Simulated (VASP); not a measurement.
Wanted: the native input for a VASP 6.6.1 run.

| Property | Result |
| --- | --- |
| Task | relaxation of cell and atoms |
| Functional | PBE |
| Potentials or basis | VASP PAW PBE potentials, release 64 (Br) |
| Cutoff | 600 eV |
| k mesh | 6 × 6 × 4 |
| Occupations | gaussian, width 0.1 eV |
| Spin | no spin polarisation |
| Dipole correction | no |
| Further INCAR settings | ALGO = Normal; EDIFF = 1e-06; IBRION = 2; EDIFFG = -0.05; NSW = 100; ISIF = 3 |

The structure of Br lies in POSCAR:

```
Br
1.0
    3.3350000000     -2.2400000000      0.0000000000
    3.3350000000      2.2400000000      0.0000000000
    0.0000000000      0.0000000000      8.7200000000
Br
4
Direct
    0.1350000000      0.8650000000      0.1100000000
    0.6350000000      0.3650000000      0.3900000000
    0.8650000000      0.1350000000      0.8900000000
    0.3650000000      0.6350000000      0.6100000000
```

These files were run (other wordings do the same):

INCAR

```
PREC = Accurate
ENCUT = 600
EDIFF = 1E-6
ISMEAR = 0
SIGMA = 0.1
LREAL = False
LASPH = True
NELM = 80
ALGO = Normal
ISIF = 3
LWAVE = False
LCHARG = False
GGA = PE
IBRION = 2
NSW = 100
EDIFFG = -0.05
```

KPOINTS

```
Automatic mesh
0
Gamma
  6 6 4
```

Potentials or basis: VASP PAW PBE potentials, release 64 (Br).

Run with:

```bash
$ cat potpaw_PBE.64/Br/POTCAR > POTCAR
$ mpirun -np 1 vasp_std > vasp.out
```

Results of the run:

```
Relaxed volume                        : 38.70 Å³/atom
Relaxed cell                          : a = 4.632 Å, b = 4.632 Å, c = 8.670 Å, α = 90.00°, β = 90.00°, γ = 56.34°
Space group after relaxing (to 0.1 Å) : Cmce (No. 64)
Energy gained by relaxing             : 60.6 meV/atom
Ionic steps                           : 11
Pressure after relaxing               : 0.0 GPa
Largest force after relaxing          : 0.032 eV/Å
Band gap on the k mesh                : 1.45 eV
```

Caveat: the volume moved by over 15 % at a fixed basis, so the end points are rough; this functional lacks dispersion, which holds the molecules together, so the pressure and a relaxed volume are unreliable; the relaxation stopped at a loose force limit of 0.05 eV/Å, so its end isn't a converged minimum.

Run time: 11 min on 1 thread of Oxide Virtual Turin-like Processor, with other jobs on the host, peak memory 0.27 GiB.
